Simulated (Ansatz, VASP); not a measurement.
**One calculation of Nb, two programs**

```xyz
4
Lattice="2.9539 0.0000 0.0000 -1.4770 2.5582 0.0000 0.0000 0.0000 10.8185" Properties=species:S:1:pos:R:3 pbc="T T T"
Nb    2.9539    0.0000    0.0000
Nb    0.0000    0.0000    5.4093
Nb    0.0000    1.7055    2.7046
Nb    1.4770    0.8527    8.1139
```

Alike in both runs: task single point; functional revPBE; k mesh 14 × 14 × 4; occupations fermi-dirac, width 0.1 eV; no spin polarisation.

|  | VASP | Ansatz |
| --- | --- | --- |
| version | VASP 6.6.1 | Ansatz 0.2.0 |
| potentials or method | VASP PAW PBE potentials, release 64 (Nb_sv), cutoff 520 eV | plane waves (420 eV) with PAW, scalar-relativistic |
| valence electrons in the cell | 52 | 52 |

VASP gave:

- pressure (GPa): -10.6
- traceless stress, the component that is largest in VASP (GPa): 0.36

**Question.** What did Ansatz give for the same quantities?

**Answer.** Pressure (GPa): -10.3; traceless stress, the component that is largest in VASP (GPa): 0.39.

VASP's potentials were made for PBE, not for revPBE.
